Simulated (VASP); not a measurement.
Input of a VASP 6.6.1 run:

INCAR

```
ALGO     = Fast           # electronic algorithm
EDIFF    = 1E-6           # SCF threshold, eV
EDIFFG   = -0.01          # ionic threshold
ENCUT    = 600            # plane-wave cutoff, eV
GGA      = PS             # functional
IBRION   = 2              # ionic algorithm
ISIF     = 4              # what is computed and relaxed
ISMEAR   = 0              # smearing method
LASPH    = T              # aspherical terms in the spheres
LCHARG   = F              # write CHGCAR
LREAL    = F              # projectors in reciprocal space
LWAVE    = F              # write WAVECAR
NELM     = 80             # most SCF steps
NSW      = 50             # ionic steps
PREC     = Accurate       # precision mode
SIGMA    = 0.1            # smearing width, eV
```

KPOINTS

```
k-points
0
Gamma
  12 12 12
```

Contents of POSCAR:

```
Ba
1.0
    2.0864946326     -3.6200886208      0.0000000000
    2.0864946326      3.6200886208      0.0000000000
    0.0000000000      0.0000000000      3.8547774544
Ba
1
Direct
    0.0000000000      0.0000000000      0.0000000000
```

Potentials or basis: VASP PAW PBE potentials, release 64 (Ba_sv).

Launch:

```bash
$ cat potpaw_PBE.64/Ba_sv/POTCAR > POTCAR
$ mpirun -np 1 vasp_std > vasp.out
```

**Question.** Predict the band gap on the k mesh.

**Answer.** Zero (bands 5 and 6 overlap by 0.68 eV).

Final structure:
```
Ba
1.0
     2.08510   -3.61426    0.00000
     2.08510    3.61426    0.00000
     0.00000    0.00000    3.86357
Ba
1
Direct
  0.00000 0.00000 0.00000
```

Caveat: spin-orbit coupling is left out, which moves the levels of the heavy elements.
